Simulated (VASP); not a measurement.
# HfO2 (Fm-3m) in VASP: single point with HSE06

Aim: the single point of HfO2 with HSE06.

All numbers are computed with VASP 6.6.1; they aren't measurements. Logs are shortened: lines on timing, memory, paths and dates and some standing lists are left out, and cuts for length are marked.

## Step 1: The cell of the first run

Symmetry: Fm-3m, No. 225, cubic system. The conventional cell has a = 5.058 Å, b = 5.058 Å, c = 5.058 Å, α = 90.00°, β = 90.00°, γ = 90.00°. Within 2.9 Å of Hf (site symmetry m-3m) lie 8 O at 2.19 Å. Within 2.9 Å of O (site symmetry -43m) lie 4 Hf at 2.19 Å and 6 O at 2.53 Å.

## Step 2: Single point, HSE06

The input, POSCAR:

```
HfO2
1.0
    0.0000000000      2.5291823184      2.5291823184
    2.5291823184      0.0000000000      2.5291823184
    2.5291823184      2.5291823184      0.0000000000
Hf O
1 2
Direct
    0.0000000000      0.0000000000      0.0000000000
    0.2500000000      0.2500000000      0.2500000000
    0.7500000000      0.7500000000      0.7500000000
```

The input, INCAR.step1:

```
SYSTEM = HfO2
ALGO = Normal
EDIFF = 1E-5
ENCUT = 520
GGA = PE
ISIF = 2
ISMEAR = 0
LASPH = .True.
LCHARG = .False.
LREAL = .False.
LWAVE = .True.
NBANDS = 18
NELM = 100
PREC = Accurate
SIGMA = 0.01
```

The input, INCAR.step2:

```
SYSTEM = HfO2
ALGO = Normal
EDIFF = 1E-6
ENCUT = 520
GGA = PE
HFSCREEN = 0.2079
ISIF = 2
ISMEAR = 0
ISTART = 1
LASPH = .True.
LCHARG = .False.
LHFCALC = .True.
LREAL = .False.
LWAVE = .False.
NBANDS = 18
NELM = 100
PREC = Accurate
PRECFOCK = Normal
SIGMA = 0.01
```

The input, KPOINTS:

```
k-points
0
Gamma
  6 6 6
  0 0 0
```

Potentials or basis: VASP PAW PBE potentials, release 64 (Hf_pv, O).

Launch:

```console
> cat potpaw_PBE.64/Hf_pv/POTCAR potpaw_PBE.64/O/POTCAR > POTCAR
> cp INCAR.step1 INCAR
> mpirun -np 1 vasp_std > vasp.out
> cp INCAR.step2 INCAR
> mpirun -np 1 vasp_std > vasp.out
```

OUTCAR:

```text
SYSTEM = HfO2
   EDIFF = 1E-6
   ENCUT = 520
   GGA = PE
   HFSCREEN = 0.2079
   ISIF = 2
   ISMEAR = 0
   ISTART = 1
   LASPH = .True.
   LHFCALC = .True.
   LREAL = .False.
   NELM = 100
   PREC = Accurate
   PRECFOCK = Normal

 ion  position               nearest neighbor table
   1  0.000  0.000  0.000-   3 2.19   3 2.19   3 2.19   2 2.19   3 2.19   2 2.19   2 2.19   2 2.19

   2  0.250  0.250  0.250-   1 2.19   1 2.19   1 2.19   1 2.19
   3  0.750  0.750  0.750-   1 2.19   1 2.19   1 2.19   1 2.19

  LATTYP: Found a face centered cubic cell.
 ALAT       =     5.0583646368

  Lattice vectors:

 A1 = (   0.0000000000,   2.5291823184,   2.5291823184)
 A2 = (   2.5291823184,   0.0000000000,   2.5291823184)
 A3 = (   2.5291823184,   2.5291823184,   0.0000000000)

Analysis of symmetry for initial positions (statically):
=====================================================================
 Subroutine PRICEL returns:
 Original cell was already a primitive cell.

 Routine SETGRP: Setting up the symmetry group for a
 face centered cubic supercell.

 Subroutine GETGRP returns: Found 48 space group operations
 (whereof 48 operations were pure point group operations)
 out of a pool of 48 trial point group operations.

The static configuration has the point symmetry O_h .

Analysis of symmetry for dynamics (positions and initial velocities):
=====================================================================
 Subroutine PRICEL returns:
 Original cell was already a primitive cell.

 Routine SETGRP: Setting up the symmetry group for a
 face centered cubic supercell.

 Subroutine GETGRP returns: Found 48 space group operations
 (whereof 48 operations were pure point group operations)
 out of a pool of 48 trial point group operations.

The dynamic configuration has the point symmetry O_h .

 Subroutine INISYM returns: Found 48 space group operations
 (whereof 48 operations are pure point group operations),
 and found     1 'primitive' translations

----------------------------------------------------------------------------------------

                                     Primitive cell

  volume of cell :      32.3572

  direct lattice vectors                    reciprocal lattice vectors
     0.000000000  2.529182318  2.529182318    -0.197692352  0.197692352  0.197692352
     2.529182318  0.000000000  2.529182318     0.197692352 -0.197692352  0.197692352
     2.529182318  2.529182318  0.000000000     0.197692352  0.197692352 -0.197692352

  length of vectors
     3.576803936  3.576803936  3.576803936     0.342413197  0.342413197  0.342413197

  position of ions in fractional coordinates (direct lattice)
     0.000000000  0.000000000  0.000000000
     0.250000000  0.250000000  0.250000000
     0.750000000  0.750000000  0.750000000

  ion indices of the primitive-cell ions
   primitive index   ion index
                 1           1
                 2           2
                 3           3

----------------------------------------------------------------------------------------

 KPOINTS: k-points

Automatic generation of k-mesh.
 Grid dimensions read from file:
 generate k-points for:    6    6    6

 Generating k-lattice:

  Cartesian coordinates                     Fractional coordinates (reciprocal lattice)
    -0.032948725  0.032948725  0.032948725     0.166666667  0.000000000  0.000000000
     0.032948725 -0.032948725  0.032948725     0.000000000  0.166666667  0.000000000
     0.032948725  0.032948725 -0.032948725     0.000000000  0.000000000  0.166666667

  Length of vectors
     0.057068866  0.057068866  0.057068866

  Shift w.r.t. Gamma in fractional coordinates (k-lattice)
     0.000000000  0.000000000  0.000000000

 Subroutine IBZKPT returns following result:
 ===========================================

 Found     16 irreducible k-points:

 Following reciprocal coordinates:
            Coordinates               Weight
  0.000000  0.000000  0.000000      1.000000
  0.166667  0.000000  0.000000      8.000000
  0.333333  0.000000  0.000000      8.000000
  0.500000  0.000000  0.000000      4.000000
  0.166667  0.166667  0.000000      6.000000
  0.333333  0.166667  0.000000     24.000000
[... 8 lines left out ...]
 -0.333333  0.333333  0.166667     24.000000
 -0.333333  0.500000  0.166667     12.000000
   k-points           NKPTS =     16   k-points in BZ     NKDIM =    216   number of bands    NBANDS=     18
   number of dos      NEDOS =    301   number of ions     NIONS =      3
   total plane-waves  NPLWV =  21952
   dimension x,y,z NGX =    28 NGY =   28 NGZ =   28
   dimension x,y,z NGXF=    56 NGYF=   56 NGZF=   56
   ions per type =               1   2
   NGX,Y,Z   is equivalent  to a cutoff of  13.01, 13.01, 13.01 a.u.
   NGXF,Y,Z  is equivalent  to a cutoff of  26.03, 26.03, 26.03 a.u.
 SYSTEM =  HfO2
   PREC   = accura    normal or accurate (medium, high low for compatibility)
   ISTART =      1    job   : 0-new  1-cont  2-samecut
   ICHARG =      0    charge: 1-file 2-atom 10-const
   ISPIN  =      1    spin polarized calculation?
   LNONCOLLINEAR =      F non collinear calculations
   LSORBIT =      F    spin-orbit coupling
   LASPH  =      T    aspherical Exc in radial PAW
   ENCUT  =  520.0 eV  38.22 Ry    6.18 a.u.   6.65  6.65  6.65*2*pi/ulx,y,z
   NELM   =    100;   NELMIN=  2; NELMDL=  0     # of ELM steps
   EDIFF  = 0.1E-05   stopping-criterion for ELM
   LREAL  =      F    real-space projection
   EDIFFG = 0.1E-04   stopping-criterion for IOM
   NSW    =      0    number of steps for IOM
   IBRION =     -1    ionic relax: 0-MD 1-quasi-New 2-CG
   NFREE  =      0    steps in history (QN), initial steepest desc. (CG)
   ISIF   =      2    stress and relaxation
   ISYM   =      3    0-nonsym 1-usesym 2-fastsym
   POTIM  = 0.5000    time-step for ionic-motion
   TEBEG  =    0.0;   TEEND  =   0.0 temperature during run
   PSTRESS=    0.0 pullay stress
   NELECT =      22.0000    total number of electrons
   NUPDOWN=      -1.0000    fix difference up-down
   EMIN   =  10.00;   EMAX   =-10.00  energy-range for DOS
   EFERMI =   0.00;   METHOD = LEGACY
   ISMEAR =     0;   SIGMA  =   0.01  broadening in eV -4-tet -1-fermi 0-gaus
   EFERMI_NEDOS =   21; number of points for ismear=-14 and -15
   IALGO  =     38    algorithm
   IMIX   =      1    mixing-type and parameters
     AMIX     =   0.40;   BMIX     =  1.00
     AMIX_MAG =   1.60;   BMIX_MAG =  1.00
  volume/ion in A,a.u.               =      10.79        72.79
  Fermi-wavevector in a.u.,A,eV,Ry     =   1.439546  2.720348 28.195259  2.072293
  Thomas-Fermi vector in A             =   2.558390
   LORBIT       =      0    0 simple, 1 ext, 2 COOP (PROOUT), +10 PAW based schemes
   GGA     = PE    functional components
   LHFCALC =     T    Hartree Fock is set to
   PRECFOCK=normal    Normal, Fast or Accurate (Low or Medium for compatibility)
   ENCUT4O =  -1.0   cutoff for four orbital integrals eV
   NKREDX  =     1    reduce k-point grid by
   NKREDY  =     1    reduce k-point grid by
   NKREDZ  =     1    reduce k-point grid by
   AEXX    =    0.2500 exact exchange contribution
   HFSCREEN=    0.2079 screening length (either q_TF or 0.3 A-1)
   HFSCREENC=   0.2079 screening length for correlation (either q_TF or 0.3 A-1)
   ENCUTFOCK=  -1.0 apply spherical cutoff to Coloumb kernel
   IVDW    =     0    specifies the selected vdW correction
   LEPSILON=     F    determine dielectric tensor
   LRPA    =     F    only Hartree local field effects (RPA)
 non-spin polarized calculation
 Gauss-broadening in eV      SIGMA  =   0.01
  energy-cutoff  :      520.00
  volume of cell :       32.36
 maximum number of plane-waves:       893
 NGX is ok and might be reduce to    28
  NGX = 20; NGY = 20; NGZ = 20

 number of electron      21.9999992 magnetization

 Free energy of the ion-electron system (eV)
  ---------------------------------------------------
  ext. energy  EPLUGINS =         0.00000000
  ---------------------------------------------------
  free energy    TOTEN  =       -36.26097317 eV

  energy without entropy =      -36.26097317  energy(sigma->0) =      -36.26097317

 E-fermi :   3.3645     XC(G=0):  -9.7260

 val. band max:        3.2929594228   @ k =   0.5000   0.5000   0.0000
 cond. band min:       8.6571192476   @ k =   0.5000   0.5000   0.0000
 fundamental gap:      5.3641598248
 Fermi energy:         3.3644554460

 k-point     1 :       0.0000    0.0000    0.0000
  band No.  band energies     occupation
      1     -27.8776      2.00000
      2     -27.8776      2.00000
      3     -27.8776      2.00000
      4     -17.2034      2.00000
      5     -13.9661      2.00000
      6      -2.5350      2.00000
[... 10 lines left out ...]
     17      15.7560      0.00000
     18      18.9271      0.00000

 k-point     2 :       0.1667    0.0000    0.0000
  band No.  band energies     occupation
      1     -28.0205      2.00000
      2     -27.8934      2.00000
      3     -27.8934      2.00000
      4     -16.8093      2.00000
      5     -14.2663      2.00000
      6      -2.2516      2.00000
[... 10 lines left out ...]
     17      15.2593      0.00000
     18      18.5954      0.00000

 k-point     3 :       0.3333    0.0000    0.0000
  band No.  band energies     occupation
      1     -28.2870      2.00000
      2     -27.9249      2.00000
      3     -27.9249      2.00000
      4     -16.1021      2.00000
      5     -14.6633      2.00000
      6      -1.6641      2.00000
[... 10 lines left out ...]
     17      14.7525      0.00000
     18      17.4801      0.00000

 k-point     4 :       0.5000    0.0000    0.0000
  band No.  band energies     occupation
      1     -28.4119      2.00000
      2     -27.9406      2.00000
      3     -27.9406      2.00000
      4     -15.8965      2.00000
      5     -14.6545      2.00000
      6      -1.3747      2.00000
[... 207 lines left out ...]
      4     -15.4269      2.00000
      5     -15.0259      2.00000
      6      -2.0715      2.00000
[... 10 lines left out ...]
     17      16.1413      0.00000
     18      18.9655      0.00000

 k-point    15 :      -0.3333    0.3333    0.1667
  band No.  band energies     occupation
      1     -28.2962      2.00000
      2     -28.1692      2.00000
      3     -27.9991      2.00000
      4     -15.2877      2.00000
      5     -14.9757      2.00000
      6      -2.0574      2.00000
[... 10 lines left out ...]
     17      16.9509      0.00000
     18      18.9949      0.00000

 k-point    16 :      -0.3333    0.5000    0.1667
  band No.  band energies     occupation
      1     -28.3433      2.00000
      2     -28.1384      2.00000
      3     -28.0333      2.00000
      4     -15.2146      2.00000
      5     -14.9478      2.00000
      6      -3.0504      2.00000
[... 10 lines left out ...]
     17      18.2363      0.00000
     18      18.9252      0.00000

------------------------ aborting loop because EDIFF is reached ----------------------------------------

  FORCE on cell =-STRESS in cart. coord.  units (eV):
  Direction    XX          YY          ZZ          XY          YZ          ZX
  --------------------------------------------------------------------------------------
  -------------------------------------------------------------------------------------
  Total       -1.0661512     -1.0661512     -1.0661512      0.0000000     -0.0000000      0.0000000
  in kB      -52.7908871    -52.7908871    -52.7908871      0.0000000     -0.0000000      0.0000000
  external PRESSURE =     -52.7908871 kB  Pullay stress =       0.0000000 kB

 VOLUME and BASIS-vectors are now :
 -----------------------------------------------------------------------------
  energy-cutoff  :      520.00
  volume of cell :       32.36
      direct lattice vectors                 reciprocal lattice vectors
     0.000000000  2.529182318  2.529182318    -0.197692352  0.197692352  0.197692352
     2.529182318  0.000000000  2.529182318     0.197692352 -0.197692352  0.197692352
     2.529182318  2.529182318  0.000000000     0.197692352  0.197692352 -0.197692352

 POSITION                                       TOTAL-FORCE (eV/Angst)
 -----------------------------------------------------------------------------------
      0.00000      0.00000      0.00000         0.000000     -0.000000      0.000000
      1.26459      1.26459      1.26459         0.000000      0.000000      0.000000
      3.79377      3.79377      3.79377        -0.000000     -0.000000     -0.000000
 -----------------------------------------------------------------------------------
    total drift:                               -0.000000     -0.000000     -0.000000

  FREE ENERGIE OF THE ION-ELECTRON SYSTEM (eV)
  ---------------------------------------------------
  free  energy   TOTEN  =       -36.2609731726 eV

  energy  without entropy=      -36.2609731726  energy(sigma->0) =      -36.26097317
```

Wall time 77 min (1 thread of Oxide Virtual Turin-like, shared host); peak memory 0.24 GiB.

Results:

```
Free energy            : -36.2610 eV
Pressure               : -5.3 GPa
Band gap on the k mesh : 5.36 eV
```

Caveat: the cell stands under tension; the PAW data sets were made with another functional, which shifts forces and pressure a little; spin-orbit coupling is left out, which moves the levels of the heavy elements. A k mesh can miss the band edges.
